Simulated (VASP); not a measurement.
# BaS (Fm-3m) in VASP: notebook

BaS is run at these levels: LDA, PBE; tasks: density of states.

Everything below comes from runs of VASP 6.6.1. Logs are shortened: lines on timing, memory, paths and dates and some standing lists are left out, and cuts for length are marked.

## 1. The cell of the first run

The structure is cubic, space group Fm-3m (No. 225). Conventional cell: a = 6.429 Å, b = 6.429 Å, c = 6.429 Å, α = 90.00°, β = 90.00°, γ = 90.00°. Ba (site symmetry m-3m) has 6 S at 3.21 Å within 4.2 Å. Within 4.2 Å of S (site symmetry m-3m) lie 6 Ba at 3.21 Å.

## 2. Density of states, LDA

The input, POSCAR:

```
BaS
1.0
    0.0000000000      3.2143926808      3.2143926808
    3.2143926808      0.0000000000      3.2143926808
    3.2143926808      3.2143926808      0.0000000000
Ba S
1 1
Direct
    0.0000000000      0.0000000000      0.0000000000
    0.5000000000      0.5000000000      0.5000000000
```

The input, INCAR.step1:

```
SYSTEM = BaS
PREC = Accurate
ENCUT = 520
EDIFF = 1E-7
ISMEAR = 0
SIGMA = 0.02
LREAL = .FALSE.
LASPH = .TRUE.
NELM = 80
ALGO = Normal
ISIF = 2
LWAVE = .FALSE.
LCHARG = .TRUE.
GGA = CA
NBANDS = 15
```

The input, KPOINTS.step1:

```
regular mesh
0
G
  8 8 8
  0 0 0
```

The input, INCAR.step2:

```
SYSTEM = BaS
PREC = Accurate
ENCUT = 520
EDIFF = 1E-7
ISMEAR = -5
SIGMA = 0.02
LREAL = .FALSE.
LASPH = .TRUE.
NELM = 80
ALGO = Normal
ISIF = 2
LWAVE = .FALSE.
LCHARG = .FALSE.
GGA = CA
LORBIT = 11
NEDOS = 2001
ICHARG = 11
```

The input, KPOINTS.step2:

```
regular mesh
0
G
  12 12 12
  0 0 0
```

Potentials or basis: VASP PAW LDA potentials, release 64 (Ba_sv, S).

Launch:

```bash
$ cat potpaw_LDA.64/Ba_sv/POTCAR potpaw_LDA.64/S/POTCAR > POTCAR
$ cp INCAR.step1 INCAR
$ cp KPOINTS.step1 KPOINTS
$ mpirun -np 1 vasp_std > vasp.out
$ cp INCAR.step2 INCAR
$ cp KPOINTS.step2 KPOINTS
$ mpirun -np 1 vasp_std > vasp.out
```

OUTCAR:

```text
SYSTEM = BaS
   PREC = Accurate
   ENCUT = 520
   EDIFF = 1E-7
   ISMEAR = -5
   LREAL = .FALSE.
   LASPH = .TRUE.
   NELM = 80
   ISIF = 2
   GGA = CA
   LORBIT = 11
   ICHARG = 11

 ion  position               nearest neighbor table
   1  0.000  0.000  0.000-   2 3.21   2 3.21   2 3.21   2 3.21   2 3.21   2 3.21
   2  0.500  0.500  0.500-   1 3.21   1 3.21   1 3.21   1 3.21   1 3.21   1 3.21

  LATTYP: Found a face centered cubic cell.
 ALAT       =     6.4287853616

  Lattice vectors:

 A1 = (   0.0000000000,   3.2143926808,   3.2143926808)
 A2 = (   3.2143926808,   0.0000000000,   3.2143926808)
 A3 = (   3.2143926808,   3.2143926808,   0.0000000000)

Analysis of symmetry for initial positions (statically):
=====================================================================
 Subroutine PRICEL returns:
 Original cell was already a primitive cell.

 Routine SETGRP: Setting up the symmetry group for a
 face centered cubic supercell.

 Subroutine GETGRP returns: Found 48 space group operations
 (whereof 48 operations were pure point group operations)
 out of a pool of 48 trial point group operations.

The static configuration has the point symmetry O_h .

Analysis of symmetry for dynamics (positions and initial velocities):
=====================================================================
 Subroutine PRICEL returns:
 Original cell was already a primitive cell.

 Routine SETGRP: Setting up the symmetry group for a
 face centered cubic supercell.

 Subroutine GETGRP returns: Found 48 space group operations
 (whereof 48 operations were pure point group operations)
 out of a pool of 48 trial point group operations.

The dynamic configuration has the point symmetry O_h .

 Subroutine INISYM returns: Found 48 space group operations
 (whereof 48 operations are pure point group operations),
 and found     1 'primitive' translations

----------------------------------------------------------------------------------------

                                     Primitive cell

  volume of cell :      66.4243

  direct lattice vectors                    reciprocal lattice vectors
     0.000000000  3.214392681  3.214392681    -0.155550379  0.155550379  0.155550379
     3.214392681  0.000000000  3.214392681     0.155550379 -0.155550379  0.155550379
     3.214392681  3.214392681  0.000000000     0.155550379  0.155550379 -0.155550379

  length of vectors
     4.545837724  4.545837724  4.545837724     0.269421160  0.269421160  0.269421160

  position of ions in fractional coordinates (direct lattice)
     0.000000000  0.000000000  0.000000000
     0.500000000  0.500000000  0.500000000

  ion indices of the primitive-cell ions
   primitive index   ion index
                 1           1
                 2           2

----------------------------------------------------------------------------------------

 KPOINTS: regular mesh

Automatic generation of k-mesh.
 Grid dimensions read from file:
 generate k-points for:   12   12   12

 Generating k-lattice:

  Cartesian coordinates                     Fractional coordinates (reciprocal lattice)
    -0.012962532  0.012962532  0.012962532     0.083333333  0.000000000  0.000000000
     0.012962532 -0.012962532  0.012962532     0.000000000  0.083333333  0.000000000
     0.012962532  0.012962532 -0.012962532     0.000000000  0.000000000  0.083333333

  Length of vectors
     0.022451763  0.022451763  0.022451763

  Shift w.r.t. Gamma in fractional coordinates (k-lattice)
     0.000000000  0.000000000  0.000000000

 TETIRR: Found    247 inequivalent tetrahedra from    10368

 Subroutine IBZKPT returns following result:
 ===========================================

 Found     72 irreducible k-points:

 Following reciprocal coordinates:
            Coordinates               Weight
  0.000000  0.000000  0.000000      1.000000
  0.083333  0.000000  0.000000      8.000000
  0.166667  0.000000  0.000000      8.000000
  0.250000  0.000000  0.000000      8.000000
  0.333333  0.000000  0.000000      8.000000
  0.416667  0.000000  0.000000      8.000000
[... 16 lines left out ...]
  0.500000  0.166667  0.000000     24.000000
 -0.416667  0.166667  0.000000     24.000000
 [... further k-points ...]
   k-points           NKPTS =     72   k-points in BZ     NKDIM =     72   number of bands    NBANDS=     12
   number of dos      NEDOS =   2001   number of ions     NIONS =      2
   total plane-waves  NPLWV =  46656
   dimension x,y,z NGX =    36 NGY =   36 NGZ =   36
   dimension x,y,z NGXF=    72 NGYF=   72 NGZF=   72
   ions per type =               1   1
   NGX,Y,Z   is equivalent  to a cutoff of  13.17, 13.17, 13.17 a.u.
   NGXF,Y,Z  is equivalent  to a cutoff of  26.33, 26.33, 26.33 a.u.
 SYSTEM =  BaS
   PREC   = accura    normal or accurate (medium, high low for compatibility)
   ISTART =      0    job   : 0-new  1-cont  2-samecut
   ICHARG =     11    charge: 1-file 2-atom 10-const
   ISPIN  =      1    spin polarized calculation?
   LNONCOLLINEAR =      F non collinear calculations
   LSORBIT =      F    spin-orbit coupling
   LASPH  =      T    aspherical Exc in radial PAW
   ENCUT  =  520.0 eV  38.22 Ry    6.18 a.u.   8.45  8.45  8.45*2*pi/ulx,y,z
   NELM   =     80;   NELMIN=  2; NELMDL=  0     # of ELM steps
   EDIFF  = 0.1E-06   stopping-criterion for ELM
   LREAL  =      F    real-space projection
   EDIFFG = 0.1E-05   stopping-criterion for IOM
   NSW    =      0    number of steps for IOM
   IBRION =     -1    ionic relax: 0-MD 1-quasi-New 2-CG
   NFREE  =      0    steps in history (QN), initial steepest desc. (CG)
   ISIF   =      2    stress and relaxation
   ISYM   =      2    0-nonsym 1-usesym 2-fastsym
   POTIM  = 0.5000    time-step for ionic-motion
   TEBEG  =    0.0;   TEEND  =   0.0 temperature during run
   PSTRESS=    0.0 pullay stress
   NELECT =      16.0000    total number of electrons
   NUPDOWN=      -1.0000    fix difference up-down
   EMIN   =  10.00;   EMAX   =-10.00  energy-range for DOS
   EFERMI =   0.00;   METHOD = LEGACY
   ISMEAR =    -5;   SIGMA  =   0.02  broadening in eV -4-tet -1-fermi 0-gaus
   EFERMI_NEDOS =   21; number of points for ismear=-14 and -15
   IALGO  =     38    algorithm
   IMIX   =      4    mixing-type and parameters
     AMIX     =   0.40;   BMIX     =  1.00
     AMIX_MAG =   1.60;   BMIX_MAG =  1.00
  volume/ion in A,a.u.               =      33.21       224.13
  Fermi-wavevector in a.u.,A,eV,Ry     =   1.018605  1.924885 14.116814  1.037557
  Thomas-Fermi vector in A             =   2.152072
   LORBIT       =     11    0 simple, 1 ext, 2 COOP (PROOUT), +10 PAW based schemes
   GGA     = CA    functional components
   LHFCALC =     F    Hartree Fock is set to
   AEXX    =    0.0000 exact exchange contribution
   IVDW    =     0    specifies the selected vdW correction
   LEPSILON=     F    determine dielectric tensor
   LRPA    =     F    only Hartree local field effects (RPA)
 non-spin polarized calculation
 Fermi weights with tetrahedron method with Bloechl corrections
  energy-cutoff  :      520.00
  volume of cell :       66.42
 maximum number of plane-waves:      1820
 NGX is ok and might be reduce to    36

 number of electron      16.0000002 magnetization

 Free energy of the ion-electron system (eV)
  ---------------------------------------------------
  ext. energy  EPLUGINS =         0.00000000
  ---------------------------------------------------
  free energy    TOTEN  =       -11.14244390 eV

  energy without entropy =      -11.14244390  energy(sigma->0) =      -11.14244390

 E-fermi :   1.1438     XC(G=0):  -8.9139

 val. band max:        1.1389881094   @ k =   0.0000   0.0000   0.0000
 cond. band min:       3.0750743032   @ k =   0.5000   0.5000   0.0000
 fundamental gap:      1.9360861939
 Fermi energy:         1.1438064541

 k-point     1 :       0.0000    0.0000    0.0000
  band No.  band energies     occupation
      1     -24.9199      2.00000
      2      -9.9952      2.00000
      3      -9.9952      2.00000
      4      -9.9952      2.00000
      5      -9.1469      2.00000
      6       1.1390      2.00000
      7       1.1390      2.00000
      8       1.1390      2.00000
      9       4.3587      0.00000
     10       4.8380      0.00000
     11       4.8380      0.00000
     12       4.8380      0.00000

 k-point     2 :       0.0833    0.0000    0.0000
  band No.  band energies     occupation
      1     -24.9171      2.00000
      2     -10.1399      2.00000
      3      -9.9978      2.00000
      4      -9.9978      2.00000
      5      -8.9961      2.00000
      6       0.9274      2.00000
      7       1.0393      2.00000
      8       1.0393      2.00000
      9       4.6147      0.00000
     10       4.8703      0.00000
     11       4.9423      0.00000
     12       4.9423      0.00000

 k-point     3 :       0.1667    0.0000    0.0000
  band No.  band energies     occupation
      1     -24.9094      2.00000
      2     -10.4147      2.00000
      3     -10.0051      2.00000
      4     -10.0051      2.00000
      5      -8.7043      2.00000
      6       0.4581      2.00000
      7       0.7968      2.00000
      8       0.7968      2.00000
      9       4.8434      0.00000
     10       5.2427      0.00000
     11       5.2427      0.00000
     12       5.3801      0.00000
[... 286 lines left out ...]
 k-point    23 :       0.5000    0.1667    0.0000
  band No.  band energies     occupation
      1     -24.8747      2.00000
      2     -10.9348      2.00000
      3     -10.1231      2.00000
      4     -10.0720      2.00000
      5      -8.1838      2.00000
      6      -0.4749      2.00000
      7       0.2119      2.00000
      8       0.2698      2.00000
      9       5.2069      0.00000
     10       6.6682      0.00000
     11       7.4630      0.00000
     12       7.7121      0.00000

 k-point    24 :      -0.4167    0.1667    0.0000
  band No.  band energies     occupation
      1     -24.8739      2.00000
      2     -10.9538      2.00000
      3     -10.1454      2.00000
      4     -10.0560      2.00000
      5      -8.1436      2.00000
      6      -0.5520      2.00000
      7       0.1502      2.00000
      8       0.2890      2.00000
      9       5.8608      0.00000
     10       6.1579      0.00000
     11       7.0724      0.00000
     12       7.7787      0.00000

 [... further k-points ...]

------------------------ aborting loop because EDIFF is reached ----------------------------------------

  FORCE on cell =-STRESS in cart. coord.  units (eV):
  Direction    XX          YY          ZZ          XY          YZ          ZX
  --------------------------------------------------------------------------------------
  -------------------------------------------------------------------------------------
  Total       -1.0833225     -1.0833225     -1.0833225     -0.0000000     -0.0000000      0.0000000
  in kB      -26.1301300    -26.1301300    -26.1301300     -0.0000000     -0.0000000      0.0000000
  external PRESSURE =     -26.1301300 kB  Pullay stress =       0.0000000 kB

 VOLUME and BASIS-vectors are now :
 -----------------------------------------------------------------------------
  energy-cutoff  :      520.00
  volume of cell :       66.42
      direct lattice vectors                 reciprocal lattice vectors
     0.000000000  3.214392681  3.214392681    -0.155550379  0.155550379  0.155550379
     3.214392681  0.000000000  3.214392681     0.155550379 -0.155550379  0.155550379
     3.214392681  3.214392681  0.000000000     0.155550379  0.155550379 -0.155550379

 POSITION                                       TOTAL-FORCE (eV/Angst)
 -----------------------------------------------------------------------------------
      0.00000      0.00000      0.00000        -0.000000      0.000000     -0.000000
      3.21439      3.21439      3.21439         0.000000      0.000000      0.000000
 -----------------------------------------------------------------------------------
    total drift:                                0.000000      0.000000      0.000000

  FREE ENERGIE OF THE ION-ELECTRON SYSTEM (eV)
  ---------------------------------------------------
  free  energy   TOTEN  =       -11.1424439036 eV

  energy  without entropy=      -11.1424439036  energy(sigma->0) =      -11.14244390

 total charge

# of ion       s       p       d       tot
------------------------------------------
    1        2.009   5.603   0.277   7.888
    2        1.322   2.400   0.000   3.722
--------------------------------------------------
tot          3.330   8.003   0.277  11.610
```

It took 47 s on 1 thread of Intel Xeon 6975P-C, shared host; peak memory 0.2 GiB.

Results:

| Property | Result |
| --- | --- |
| Valence electrons inside the program's atomic spheres | Ba 7.89; S 3.72 |

Caveat: spin-orbit coupling is left out, which moves the levels of the heavy elements.

(Continued in part 2 of 2.)
